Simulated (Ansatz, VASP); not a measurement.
P: VASP beside Ansatz

```
P
1.0
    12.00000    0.00000    0.00000
     0.00000   12.50000    0.00000
     0.00000    0.00000   13.00000
P
4
Cartesian
  6.7767 7.0268 7.2768
  6.7767 5.4732 5.7232
  5.2233 7.0268 5.7232
  5.2233 5.4732 7.2768
```

Alike in both runs: functional PBEsol; k mesh 1 × 1 × 1; occupations gaussian, width 0.01 eV; no spin polarisation.

Ansatz relaxed the structure, and its values are those at the end. VASP's run is a single point on that final structure, the one shown.

|  | VASP | Ansatz |
| --- | --- | --- |
| version | VASP 6.6.1 | Ansatz 0.2.0 |
| potentials or method | VASP PAW PBE potentials, release 64 (P), cutoff 400 eV | scalar-relativistic, plane waves, PAW |
| valence electrons in the cell | 20 | 20 |

|  | VASP | Ansatz | Ansatz less VASP |
| --- | --- | --- | --- |
| gap on the k mesh at the Fermi level (eV) | 4.97 | 4.98 | +0.008 |
| rms of the force components (eV/Å) | 0.050 | 0.001 | -0.0485 |

VASP's potentials were made for PBE, not for PBEsol, and Ansatz warns of the same on its side. Ansatz's warnings: stress scf threshold loose.
